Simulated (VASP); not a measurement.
**Y: single point with PBE**

Y:

```
CELL_PARAMETERS angstrom
3.74848 0.00000 0.00000
-1.87424 3.24628 0.00000
0.00000 0.00000 5.84695
ATOMIC_POSITIONS crystal
Y 0.33333 0.66667 0.25000
Y 0.66667 0.33333 0.75000
```

This cell differs from its parent crystal: volume scaled by 1.08.

- Program: VASP 6.6.1
- Task: single point
- Functional: PBE
- Potentials or basis: VASP PAW PBE potentials, release 64 (Y_sv)
- Cutoff: 520 eV
- k mesh: 16 × 16 × 9
- Occupations: fermi-dirac, width 0.1 eV
- Spin: no spin polarisation

| Property | Result |
| --- | --- |
| Pressure | -2.8 GPa |
| Band gap on the k mesh | zero (band 11 reaches 3.42 eV, above the bottom of band 12 at 2.13 eV) |

Levels at points of the mesh, in eV from the Fermi level:
```csv
k point,band 9,band 10,band 11,band 12,band 13,band 14
"(0.00, 0.00, 0.00)",-4.55,-1.73,0.71,1.67,1.67,1.98
"(0.50, 0.00, 0.00)",-1.64,-1.05,-0.69,-0.22,1.30,1.40
```

It took 3.1 min on 1 thread of AMD EPYC 7R43 64-Core Processor (Zen 3) (shared host), peak memory 0.28 GiB.
